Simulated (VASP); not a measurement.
# Hf4Te (Fd-3m) in VASP: a series of runs

Hf4Te is run at these levels: PBE; tasks: single point, relaxation of cell and atoms.

All numbers are computed with VASP 6.6.1; they aren't measurements. Logs are shortened: lines on timing, memory, paths and dates and some standing lists are left out, and cuts for length are marked.

### 1 The cell of the first run

Symmetry: Fd-3m, No. 227, cubic system. The conventional cell has a = 10.398 Å, b = 10.398 Å, c = 10.398 Å, α = 90.00°, β = 90.00°, γ = 90.00°. Hf (site symmetry 3m) has 1 Te at 2.69 Å and 3 Hf at 2.96 Å within 3.5 Å. Within 3.5 Å of Te (site symmetry -43m) lie 4 Hf at 2.69 Å.

The cell was built from a structure type or drawn by symmetry, and may not be a known phase.

### 2 Single point, PBE

INCAR reads:

```
ALGO = Fast
EDIFF = 1E-7
ENCUT = 520
GGA = PE
ISIF = 2
ISMEAR = 0
LASPH = True
LCHARG = True
LELF = True
LREAL = False
LVHAR = True
LWAVE = False
NBANDS = 57
NELM = 60
PREC = Accurate
SIGMA = 0.1
```

KPOINTS reads:

```
k-points
0
Gamma
  4 4 4
```

POSCAR reads:

```
Hf4Te
1.0
    0.0000000000      5.1992474115      5.1992474115
    5.1992474115      0.0000000000      5.1992474115
    5.1992474115      5.1992474115      0.0000000000
Hf Te
8 2
Direct
    0.3992336996      0.3992336996      0.3992336996
    0.3992336996      0.3992336996      0.8022989012
    0.3992336996      0.8022989012      0.3992336996
    0.8507663004      0.8507663004      0.4477010988
    0.8507663004      0.8507663004      0.8507663004
    0.8022989012      0.3992336996      0.3992336996
    0.8507663004      0.4477010988      0.8507663004
    0.4477010988      0.8507663004      0.8507663004
    0.0000000000      0.0000000000      0.0000000000
    0.2500000000      0.2500000000      0.2500000000
```

Potentials or basis: VASP PAW PBE potentials, release 64 (Hf_pv, Te).

On the command line:

```sh
$ cat potpaw_PBE.64/Hf_pv/POTCAR potpaw_PBE.64/Te/POTCAR > POTCAR
$ mpirun -np 1 vasp_std > vasp.out
```

OUTCAR:

```text
EDIFF = 1E-7
   ENCUT = 520
   GGA = PE
   ISIF = 2
   ISMEAR = 0
   LASPH = True
   LREAL = False
   NELM = 60
   PREC = Accurate

 ion  position               nearest neighbor table
   1  0.399  0.399  0.399-  10 2.69   3 2.96   6 2.96   2 2.96   7 3.71   8 3.71   4 3.71   8 3.71
                             4 3.71   7 3.71
   2  0.399  0.399  0.802-  10 2.69   3 2.96   6 2.96   1 2.96   8 3.71   7 3.71   5 3.71   5 3.71
                             8 3.71   7 3.71
   3  0.399  0.802  0.399-  10 2.69   2 2.96   6 2.96   1 2.96   8 3.71   4 3.71   5 3.71   5 3.71
                             4 3.71   8 3.71
   4  0.851  0.851  0.448-   9 2.69   7 2.96   8 2.96   5 2.96   6 3.71   3 3.71   1 3.71   1 3.71
                             3 3.71   6 3.71
   5  0.851  0.851  0.851-   9 2.69   7 2.96   8 2.96   4 2.96   3 3.71   6 3.71   2 3.71   3 3.71
                             2 3.71   6 3.71
   6  0.802  0.399  0.399-  10 2.69   2 2.96   3 2.96   1 2.96   7 3.71   4 3.71   5 3.71   5 3.71
                             4 3.71   7 3.71
   7  0.851  0.448  0.851-   9 2.69   5 2.96   8 2.96   4 2.96   2 3.71   6 3.71   1 3.71   1 3.71
                             2 3.71   6 3.71
   8  0.448  0.851  0.851-   9 2.69   5 2.96   7 2.96   4 2.96   2 3.71   3 3.71   1 3.71   1 3.71
                             2 3.71   3 3.71
   9  0.000  0.000  0.000-   4 2.69   7 2.69   8 2.69   5 2.69
  10  0.250  0.250  0.250-   2 2.69   3 2.69   6 2.69   1 2.69

  LATTYP: Found a face centered cubic cell.
 ALAT       =    10.3984948230

  Lattice vectors:

 A1 = (   0.0000000000,   5.1992474115,   5.1992474115)
 A2 = (   5.1992474115,   0.0000000000,   5.1992474115)
 A3 = (   5.1992474115,   5.1992474115,   0.0000000000)

Analysis of symmetry for initial positions (statically):
=====================================================================
 Subroutine PRICEL returns:
 Original cell was already a primitive cell.

 Routine SETGRP: Setting up the symmetry group for a
 face centered cubic supercell.

 Subroutine GETGRP returns: Found 48 space group operations
 (whereof 24 operations were pure point group operations)
 out of a pool of 48 trial point group operations.

The static configuration has the point symmetry T_d .
 The point group associated with its full space group is O_h .

Analysis of symmetry for dynamics (positions and initial velocities):
=====================================================================
 Subroutine PRICEL returns:
 Original cell was already a primitive cell.

 Routine SETGRP: Setting up the symmetry group for a
 face centered cubic supercell.

 Subroutine GETGRP returns: Found 48 space group operations
 (whereof 24 operations were pure point group operations)
 out of a pool of 48 trial point group operations.

The dynamic configuration has the point symmetry T_d .
 The point group associated with its full space group is O_h .

 Subroutine INISYM returns: Found 48 space group operations
 (whereof 24 operations are pure point group operations),
 and found     1 'primitive' translations

----------------------------------------------------------------------------------------

                                     Primitive cell

  volume of cell :     281.0939

  direct lattice vectors                    reciprocal lattice vectors
     0.000000000  5.199247412  5.199247412    -0.096167764  0.096167764  0.096167764
     5.199247412  0.000000000  5.199247412     0.096167764 -0.096167764  0.096167764
     5.199247412  5.199247412  0.000000000     0.096167764  0.096167764 -0.096167764

  length of vectors
     7.352846203  7.352846203  7.352846203     0.166567454  0.166567454  0.166567454

  position of ions in fractional coordinates (direct lattice)
     0.399233700  0.399233700  0.399233700
     0.399233700  0.399233700  0.802298901
     0.399233700  0.802298901  0.399233700
     0.850766300  0.850766300  0.447701099
     0.850766300  0.850766300  0.850766300
     0.802298901  0.399233700  0.399233700
     0.850766300  0.447701099  0.850766300
[... 51 lines left out ...]
   EMIN   =  10.00;   EMAX   =-10.00  energy-range for DOS
   EFERMI =   0.00;   METHOD = LEGACY
   ISMEAR =     0;   SIGMA  =   0.10  broadening in eV -4-tet -1-fermi 0-gaus
   EFERMI_NEDOS =   21; number of points for ismear=-14 and -15
   IALGO  =     68    algorithm
   IMIX   =      4    mixing-type and parameters
     AMIX     =   0.40;   BMIX     =  1.00
     AMIX_MAG =   1.60;   BMIX_MAG =  1.00
  volume/ion in A,a.u.               =      28.11       189.69
  Fermi-wavevector in a.u.,A,eV,Ry     =   1.128202  2.131993 17.318044  1.272840
  Thomas-Fermi vector in A             =   2.264891
   LORBIT       =      0    0 simple, 1 ext, 2 COOP (PROOUT), +10 PAW based schemes
   GGA     = PE    functional components
   LHFCALC =     F    Hartree Fock is set to
   AEXX    =    0.0000 exact exchange contribution
   IVDW    =     0    specifies the selected vdW correction
   LEPSILON=     F    determine dielectric tensor
   LRPA    =     F    only Hartree local field effects (RPA)
 non-spin polarized calculation
 RMM-DIIS sequential band-by-band and
 Gauss-broadening in eV      SIGMA  =   0.10
  energy-cutoff  :      520.00
  volume of cell :      281.09
 maximum number of plane-waves:      7631
 NGX is ok and might be reduce to    56
   NGX = 27   NGY = 27   NGZ = 27

 number of electron      91.9999995 magnetization

 Free energy of the ion-electron system (eV)
  ---------------------------------------------------
  ext. energy  EPLUGINS =         0.00000000
  ---------------------------------------------------
  free energy    TOTEN  =       -79.77805640 eV

  energy without entropy =      -79.72614436  energy(sigma->0) =      -79.75210038

 E-fermi :   4.4525     XC(G=0): -10.0837

 val. band max:        4.4430164747   @ k =   0.5000   0.0000   0.0000
 cond. band min:       4.4595390555   @ k =  -0.2500   0.5000   0.2500
 fundamental gap:      0.0165225808
 Fermi energy:         4.4525241819

 k-point     1 :       0.0000    0.0000    0.0000
  band No.  band energies     occupation
      1     -27.0937      2.00000
      2     -27.0842      2.00000
      3     -26.8831      2.00000
      4     -26.8831      2.00000
      5     -26.8831      2.00000
      6     -26.8178      2.00000
[... 469 lines left out ...]
     56       5.8142      0.00000
     57       5.9075      0.00000

------------------------ aborting loop because EDIFF is reached ----------------------------------------

  FORCE on cell =-STRESS in cart. coord.  units (eV):
  Direction    XX          YY          ZZ          XY          YZ          ZX
  --------------------------------------------------------------------------------------
  -------------------------------------------------------------------------------------
  Total       -0.3264263     -0.3264263     -0.3264263     -0.0000000      0.0000000      0.0000000
  in kB       -1.8605623     -1.8605623     -1.8605623     -0.0000000      0.0000000      0.0000000
  external PRESSURE =      -1.8605623 kB  Pullay stress =       0.0000000 kB

 VOLUME and BASIS-vectors are now :
 -----------------------------------------------------------------------------
  energy-cutoff  :      520.00
  volume of cell :      281.09
      direct lattice vectors                 reciprocal lattice vectors
     0.000000000  5.199247412  5.199247412    -0.096167764  0.096167764  0.096167764
     5.199247412  0.000000000  5.199247412     0.096167764 -0.096167764  0.096167764
     5.199247412  5.199247412  0.000000000     0.096167764  0.096167764 -0.096167764

 POSITION                                       TOTAL-FORCE (eV/Angst)
 -----------------------------------------------------------------------------------
      4.15143      4.15143      4.15143         0.053608      0.053608      0.053608
      6.24707      6.24707      4.15143        -0.053608     -0.053608      0.053608
      6.24707      4.15143      6.24707        -0.053608      0.053608     -0.053608
      6.75105      6.75105      8.84669         0.053608      0.053608     -0.053608
      8.84669      8.84669      8.84669        -0.053608     -0.053608     -0.053608
      4.15143      6.24707      6.24707         0.053608     -0.053608     -0.053608
      6.75105      8.84669      6.75105         0.053608     -0.053608      0.053608
      8.84669      6.75105      6.75105        -0.053608      0.053608      0.053608
      0.00000      0.00000      0.00000         0.000000      0.000000      0.000000
      2.59962      2.59962      2.59962         0.000000      0.000000      0.000000
 -----------------------------------------------------------------------------------
    total drift:                                0.000000      0.000000     -0.000000

  FREE ENERGIE OF THE ION-ELECTRON SYSTEM (eV)
  ---------------------------------------------------
  free  energy   TOTEN  =       -79.7780563992 eV

  energy  without entropy=      -79.7261443580  energy(sigma->0) =      -79.75210038
```

It took 2.8 min on 1 thread of AMD EPYC 9R45 (Zen 5), shared host; peak memory 0.43 GiB.

What came out:

```yaml
Free_energy: -79.7781 eV
Pressure: -0.2 GPa
Largest_force: 0.093 eV/Å
Band_gap_on_the_k_mesh: zero (bands 46 and 47 overlap by 0.98 eV)
```

Forces on the atoms (eV/Å):
```
Hf   0.054  0.054  0.054
Hf  -0.054 -0.054  0.054
Hf  -0.054  0.054 -0.054
Hf   0.054  0.054 -0.054
Hf  -0.054 -0.054 -0.054
Hf   0.054 -0.054 -0.054
Hf   0.054 -0.054  0.054
Hf  -0.054  0.054  0.054
Te   0.000  0.000  0.000
Te   0.000  0.000  0.000
```

Caveat: spin-orbit coupling is left out, which moves the levels of the heavy elements.

### 3 Single point, PBE

This run uses another cell than the first one, of 30.17 Å³/atom.

INCAR reads:

```
  PREC = Accurate
  ENCUT = 520
  EDIFF = 1E-6
  ISMEAR = 0
  SIGMA = 0.1
  LREAL = False
  LASPH = True
  NELM = 100
  ALGO = Fast
  ISIF = 2
  LWAVE = False
  LCHARG = False
  GGA = PE
  NBANDS = 57
```

KPOINTS reads:

```
regular mesh
0
Gamma
  4 4 4
```

POSCAR reads:

```
Hf4Te
1.0
    0.0000000000      5.3231056300      5.3231056300
    5.3231056300      0.0000000000      5.3231056300
    5.3231056300      5.3231056300      0.0000000000
Hf Te
8 2
Direct
    0.3761259900      0.3761259900      0.3761259900
    0.3761259900      0.3761259900      0.8716220300
    0.3761259900      0.8716220300      0.3761259900
    0.8738740100      0.8738740100      0.3783779700
    0.8738740100      0.8738740100      0.8738740100
    0.8716220300      0.3761259900      0.3761259900
    0.8738740100      0.3783779700      0.8738740100
    0.3783779700      0.8738740100      0.8738740100
    0.0000000000      0.0000000000      0.0000000000
    0.2500000000      0.2500000000      0.2500000000
```

Potentials or basis: VASP PAW PBE potentials, release 64 (Hf_pv, Te).

On the command line:

```sh
$ cat potpaw_PBE.64/Hf_pv/POTCAR potpaw_PBE.64/Te/POTCAR > POTCAR
$ mpirun -np 1 vasp_std > vasp.out
```

Run time: 2.7 min. Hardware: 1 thread of AMD EPYC 9R45 (Zen 5), shared host; peak memory 0.43 GiB.

The run converged. Its results:

| Item | Value |
| --- | --- |
| Free energy | -64.4246 eV |
| Pressure | 11.8 GPa |
| Largest force | 9.280 eV/Å |
| Band gap on the k mesh | zero (bands 46 and 47 overlap by 0.21 eV) |

Forces on the atoms (eV/Å):
```
Hf   5.358  5.358  5.358
Hf  -5.358 -5.358  5.358
Hf  -5.358  5.358 -5.358
Hf   5.358  5.358 -5.358
Hf  -5.358 -5.358 -5.358
Hf   5.358 -5.358 -5.358
Hf   5.358 -5.358  5.358
Hf  -5.358  5.358  5.358
Te   0.000  0.000  0.000
Te   0.000  0.000  0.000
```

Levels at points of the mesh, in eV from the Fermi level:
```csv
k point,band 42,band 43,band 44,band 45,band 46,band 47,band 48,band 49
"(0.00, 0.00, 0.00)",-0.73,-0.54,-0.28,-0.28,0.06,0.06,0.06,0.85
"(0.50, 0.00, 0.00)",-0.46,-0.41,-0.41,-0.29,-0.17,-0.15,-0.15,0.23
"(0.50, 0.50, 0.00)",-0.63,-0.28,-0.28,-0.28,-0.28,0.03,0.03,0.42
```

Caveat: the cell stands under pressure; spin-orbit coupling is left out, which moves the levels of the heavy elements; forces of over 1 eV/Å act on the atoms, so gaps and moduli don't describe the material at rest.

### 4 Single point, PBE

INCAR reads:

```
SYSTEM = Hf4Te
PREC = Accurate
ENCUT = 520
EDIFF = 1E-6
ISMEAR = 0
SIGMA = 0.1
LREAL = .FALSE.
LASPH = .TRUE.
NELM = 100
ALGO = Fast
ISIF = 2
LWAVE = .FALSE.
LCHARG = .TRUE.
GGA = PE
LELF = .TRUE.
LVHAR = .TRUE.
NBANDS = 57
```

KPOINTS reads:

```
Automatic mesh
0
G
  6 6 6
  0 0 0
```

POSCAR reads:

```
Hf4Te
1.0
    0.0000000000      5.2020353786      5.2020353786
    5.2020353786      0.0000000000      5.2020353786
    5.2020353786      5.2020353786      0.0000000000
Hf Te
8 2
Direct
    0.8993691621      0.8993691621      0.8993691621
    0.8993691621      0.8993691621      0.3018925136
    0.8993691621      0.3018925136      0.8993691621
    0.3506308379      0.3506308379      0.9481074864
    0.3506308379      0.3506308379      0.3506308379
    0.3018925136      0.8993691621      0.8993691621
    0.3506308379      0.9481074864      0.3506308379
    0.9481074864      0.3506308379      0.3506308379
    0.5000000000      0.5000000000      0.5000000000
    0.7500000000      0.7500000000      0.7500000000
```

On the command line:

```sh
$ cat potpaw_PBE.64/Hf_pv/POTCAR potpaw_PBE.64/Te/POTCAR > POTCAR
$ mpirun -np 1 vasp_std > vasp.out
```

It took 4.6 min on 1 thread of AMD EPYC 9R45 (Zen 5), shared host; peak memory 0.51 GiB.

It converged, with:

| Quantity | Value |
| --- | --- |
| Free energy | -79.7962 eV |
| Pressure | -0.3 GPa |
| Largest force | 0.047 eV/Å |
| Band gap on the k mesh | zero (bands 46 and 47 overlap by 1.04 eV) |

Forces in eV/Å, atoms in the order of the input:
```
Hf   0.027  0.027  0.027
Hf  -0.027 -0.027  0.027
Hf  -0.027  0.027 -0.027
Hf   0.027  0.027 -0.027
Hf  -0.027 -0.027 -0.027
Hf   0.027 -0.027 -0.027
Hf   0.027 -0.027  0.027
Hf  -0.027  0.027  0.027
Te   0.000  0.000  0.000
Te   0.000  0.000  0.000
```

Levels at points of the mesh, in eV from the Fermi level:
| k point | band 42 | band 43 | band 44 | band 45 | band 46 | band 47 | band 48 | band 49 | band 50 | band 51 |
| --- | --- | --- | --- | --- | --- | --- | --- | --- | --- | --- |
| (0.00, 0.00, 0.00) | -1.16 | -1.16 | -0.39 | -0.39 | 0.89 | 0.89 | 0.89 | 1.05 | 1.05 | 1.05 |
| (0.50, 0.00, 0.00) | -0.78 | -0.78 | -0.28 | -0.28 | 0.03 | 0.42 | 0.42 | 0.49 | 0.49 | 0.66 |
| (0.50, 0.50, 0.00) | -0.67 | -0.61 | -0.61 | -0.47 | -0.47 | -0.08 | -0.08 | 0.36 | 0.36 | 0.51 |

Caveat: spin-orbit coupling is left out, which moves the levels of the heavy elements.

### 5 Relaxation of cell and atoms, PBE

This run uses another cell than the first one, of 30.17 Å³/atom.

INCAR reads:

```
SYSTEM = Hf4Te
PREC = Accurate ; ENCUT = 600
EDIFF = 1E-7 ; ISMEAR = 0
SIGMA = 0.1 ; LREAL = .FALSE.
LASPH = .TRUE. ; NELM = 80
ALGO = Fast ; ISIF = 3
LWAVE = .FALSE. ; LCHARG = .FALSE.
GGA = PE ; IBRION = 2
NSW = 90 ; EDIFFG = -0.04
```

KPOINTS reads:

```
regular mesh
0
G
  4 4 4
  0 0 0
```

POSCAR reads:

```
Hf4Te
1.0
    0.0000000000      5.3231056300      5.3231056300
    5.3231056300      0.0000000000      5.3231056300
    5.3231056300      5.3231056300      0.0000000000
Hf Te
8 2
Direct
    0.3761259900      0.3761259900      0.3761259900
    0.3761259900      0.3761259900      0.8716220300
    0.3761259900      0.8716220300      0.3761259900
    0.8738740100      0.8738740100      0.3783779700
    0.8738740100      0.8738740100      0.8738740100
    0.8716220300      0.3761259900      0.3761259900
    0.8738740100      0.3783779700      0.8738740100
    0.3783779700      0.8738740100      0.8738740100
    0.0000000000      0.0000000000      0.0000000000
    0.2500000000      0.2500000000      0.2500000000
```

On the command line:

```sh
$ cat potpaw_PBE.64/Hf_pv/POTCAR potpaw_PBE.64/Te/POTCAR > POTCAR
$ mpirun -np 1 vasp_std > vasp.out
```

It took 37 min on 1 thread of AMD EPYC 9R45 (Zen 5), shared host; peak memory 0.58 GiB.

Results (log left out):

```
Free energy                           : -79.7819 eV
Relaxed volume                        : 28.06 Å³/atom
Relaxed cell                          : a = 7.348 Å, b = 7.348 Å, c = 7.348 Å, α = 60.00°, β = 60.00°, γ = 60.00°
Space group after relaxing (to 0.1 Å) : Fd-3m (No. 227)
Energy gained by relaxing             : 1535.7 meV/atom
Ionic steps                           : 10
Pressure after relaxing               : 0.0 GPa
Band gap on the k mesh                : zero (bands 46 and 47 overlap by 0.97 eV)
```

Step by step:
| step | energy change (eV) | largest force (eV/Å) | pressure (GPa) | volume (Å³) |
| --- | --- | --- | --- | --- |
| 1 | 0.0000 | 9.2789 | 11.77 | 301.67 |
| 2 | -8.1278 | 0.9667 | -13.13 | 409.11 |
| 3 | -9.8190 | 2.0889 | -11.64 | 362.56 |
| 4 | -14.9387 | 1.6889 | 2.30 | 277.01 |
| 5 | -15.2520 | 0.4303 | -2.04 | 290.33 |
| 6 | -15.2531 | 0.5410 | -1.65 | 288.99 |
| 7 | -15.3539 | 0.1326 | -0.12 | 280.79 |
| 8 | -15.3552 | 0.0592 | -0.31 | 281.63 |
| 9 | -15.3560 | 0.0413 | 0.21 | 279.87 |
| 10 | -15.3567 | 0.0000 | 0.00 | 280.58 |

Final structure:
```
Hf Te
1.0
     0.00000    5.19610    5.19610
     5.19610    0.00000    5.19610
     5.19610    5.19610    0.00000
Hf Te
8 2
Direct
  0.39943 0.39943 0.39943
  0.39943 0.39943 0.80172
  0.39943 0.80172 0.39943
  0.85057 0.85057 0.44828
  0.85057 0.85057 0.85057
  0.80172 0.39943 0.39943
  0.85057 0.44828 0.85057
  0.44828 0.85057 0.85057
  0.00000 0.00000 0.00000
  0.25000 0.25000 0.25000
```

Levels at points of the mesh, in eV from the Fermi level:
| k point | band 42 | band 43 | band 44 | band 45 | band 46 | band 47 | band 48 | band 49 | band 50 | band 51 |
| --- | --- | --- | --- | --- | --- | --- | --- | --- | --- | --- |
| (0.00, 0.00, 0.00) | -1.22 | -1.22 | -0.44 | -0.44 | 0.84 | 0.84 | 0.84 | 1.00 | 1.00 | 1.00 |
| (0.50, 0.00, 0.00) | -0.84 | -0.84 | -0.33 | -0.33 | -0.02 | 0.36 | 0.36 | 0.44 | 0.44 | 0.61 |
| (0.50, 0.50, 0.00) | -0.72 | -0.66 | -0.66 | -0.52 | -0.52 | -0.13 | -0.13 | 0.31 | 0.31 | 0.46 |

Caveat: spin-orbit coupling is left out, which moves the levels of the heavy elements.

### 6 The runs side by side

```csv
task,cell,k mesh,cutoff (eV),gap on the mesh (eV),pressure (GPa),largest force (eV/Å)
single point,"a = 7.353 Å, angles 60.0°, 10 atoms, atomic positions A",4 × 4 × 4,520,none,-0.2,0.09
single point,"a = 7.528 Å, angles 60.0°, 10 atoms, atomic positions B",4 × 4 × 4,520,none,11.8,9.28
single point,"a = 7.357 Å, angles 60.0°, 10 atoms, atomic positions A",6 × 6 × 6,520,none,-0.3,0.05
relaxation of cell and atoms,"relaxed from a = 7.528 Å, angles 60.0°, 10 atoms, atomic positions B",4 × 4 × 4,600,none,0.0,-
```

Alike in all rows: level PBE; potentials or basis VASP PAW PBE potentials, release 64 (Hf_pv, Te); no spin polarisation; smearing gaussian 0.1 eV.

Caveats: spin-orbit coupling is left out, which moves the levels of the heavy elements; the cell stands under pressure (at least some runs); forces of over 1 eV/Å act on the atoms, so gaps and moduli don't describe the material at rest (at least some runs).

Absolute energies hang on the potentials; compare differences alone.
